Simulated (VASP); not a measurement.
Input of a VASP 6.6.1 run:

Contents of INCAR:

```
PREC = Accurate ; ENCUT = 500
EDIFF = 1E-6 ; ISMEAR = 0
SIGMA = 0.01 ; LREAL = False
LASPH = True ; NELM = 120
ALGO = Normal ; ISIF = 2
LWAVE = False ; LCHARG = False
GGA = PE ; NBANDS = 16
GGA_COMPAT = False
```

KPOINTS

```
Automatic mesh
0
Gamma
  4 4 4
```

The input POSCAR:

```
GaAs
1.0
    0.0000000000      2.8726923284      2.8726923284
    2.8726923284      0.0000000000      2.8726923284
    2.8726923284      2.8726923284      0.0000000000
Ga As
1 1
Direct
    0.0000000000      0.0000000000      0.0000000000
    0.2500000000      0.2500000000      0.2500000000
```

Potentials or basis: VASP PAW PBE potentials, release 64 (Ga_d, As).

Launch:

```console
$ cat potpaw_PBE.64/Ga_d/POTCAR potpaw_PBE.64/As/POTCAR > POTCAR
$ mpirun -np 1 vasp_std > vasp.out
```

**Question.** Estimate the pressure.

**Answer.** 0.3 GPa.

**Question.** Estimate the band gap on the k mesh.

**Answer.** 0.15 eV, direct.

Caveat: the k points lie up to 0.47 Å⁻¹ apart.
